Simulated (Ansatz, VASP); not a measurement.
**Two plane-wave programs on Pt**

```xyz
1
Lattice="-0.7328 1.7250 1.7250 1.7250 -0.7328 1.7250 1.7250 1.7250 -0.7328" Properties=species:S:1:pos:R:3 pbc="T T T"
Pt    0.0000    0.0000    0.0000
```

Alike in both runs: task single point; functional PBEsol; k mesh 22 × 22 × 22; occupations gaussian, width 0.15 eV; no spin polarisation.

|  | VASP | Ansatz |
| --- | --- | --- |
| version | VASP 6.6.1 | Ansatz 0.2.0 |
| potentials or method | VASP PAW PBE potentials, release 64 (Pt), cutoff 520 eV | scalar-relativistic, plane waves, PAW |
| valence electrons in the cell | 10 | 18 |

|  | VASP | Ansatz | Ansatz less VASP |
| --- | --- | --- | --- |
| gap on the k mesh at the Fermi level (eV) | none | none | - |
| pressure (GPa) | 12.1 | 12.5 | +0.41 |
| traceless stress, the component that is largest in VASP (GPa) | -0.29 | -0.26 | +0.026 |

VASP's potentials were made for PBE, not for PBEsol, and Ansatz warns of the same on its side. A gap of «none» marks a metal or a gap that the smearing closes. With one functional, cell and mesh, what is left measures potentials, basis and numerics. VASP's potentials hold 10 valence electrons a cell and Ansatz's 18, so a difference there can come from the potentials and not from the codes.

Spin-orbit coupling is off throughout.
